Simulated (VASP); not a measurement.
Runs of VASP 6.6.1 on ZrGa3. The structure is that of space group I4/mmm (No. 139), or close to it. The cells are those of the table. 

```csv
task,cell,gap on the mesh (eV),pressure (GPa)
single point,"a = 5.205 Å, angles 134.7, 134.7, 66.0°, 4 atoms",none,-6.8
single point,"a = 5.263 Å, angles 135.7, 135.7, 64.5°, 4 atoms",none,-6.9
electric field gradients,"a = 5.224 Å, angles 135.0, 135.0, 65.5°, 4 atoms",none,-6.9
electric field gradients,"a = 5.263 Å, angles 135.7, 135.7, 64.5°, 4 atoms",none,-6.9
single point,"a = 5.220 Å, angles 134.3, 134.3, 66.5°, 4 atoms",none,-8.3
single point,"a = 5.292 Å, angles 135.0, 135.0, 65.5°, 4 atoms",none,(a)
```

Alike in all rows: level LDA; potentials or basis VASP PAW LDA potentials, release 64 (Zr_sv, Ga_d); no spin polarisation; k mesh 12 × 12 × 12; cutoff (eV) 520; smearing fermi-dirac 0.03 eV.

Fill in the values left out.

(a) -9.8.

Caveats: the stress differs along the axes, from -9 to -2 GPa (at least some runs); the stress differs along the axes, from -10 to 0 GPa (at least some runs); the stress differs along the axes, from -10 to -1 GPa (at least some runs); the stress differs along the axes, from -12 to -1 GPa (at least some runs); the stress differs along the axes, from -13 to -4 GPa (at least some runs).

A k mesh can miss the band edges, and the runs leave out spin-orbit coupling on Ga, Zr.

A gap of «none» marks levels without a gap at the run's occupations.
